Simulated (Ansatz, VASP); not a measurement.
Two plane-wave programs on Ta2N

```
Ta N
1.0
     5.22898    0.00000    0.00000
    -2.61449    4.52843    0.00000
     0.00000    0.00000    4.88305
Ta N
6 3
Direct
  0.66690 0.66690 0.75268
  0.00000 0.33310 0.75268
  0.33310 0.00000 0.75268
  0.33310 0.33310 0.24732
  0.00000 0.66690 0.24732
  0.66690 0.00000 0.24732
  0.66667 0.33333 0.50000
  0.33333 0.66667 0.50000
  0.00000 0.00000 0.00000
```

Alike in both runs: functional LDA; k mesh 12 × 12 × 10; occupations gaussian, width 0.1 eV; no spin polarisation.

Ansatz relaxed the structure, and its values are those at the end. VASP's run is a single point on that final structure, the one shown.

|  | VASP | Ansatz |
| --- | --- | --- |
| version | VASP 6.6.1 | Ansatz 0.2.0 |
| potentials or method | VASP PAW LDA potentials, release 64 (Ta_pv, N), cutoff 520 eV | scalar-relativistic, plane waves, PAW |
| valence electrons in the cell | 81 | 93 |

Ansatz gave:

* gap on the k mesh at the Fermi level (eV): none
* pressure (GPa): 0.0
* rms of the force components (eV/Å): 0.000

Problem. Which values does VASP return?

Solution. gap on the k mesh at the Fermi level (eV): none; pressure (GPa): 1.6; rms of the force components (eV/Å): 0.008.

Ansatz warns that its potentials were made for another functional, while VASP's fit it. LDA's correlation is that of Perdew and Zunger in VASP and of Perdew and Wang (1992) in Ansatz. A gap of «none» marks a metal or a gap that the smearing closes. VASP's potentials hold 81 valence electrons a cell and Ansatz's 93, so a difference there can come from the potentials and not from the codes.

Neither program's run includes spin-orbit coupling.
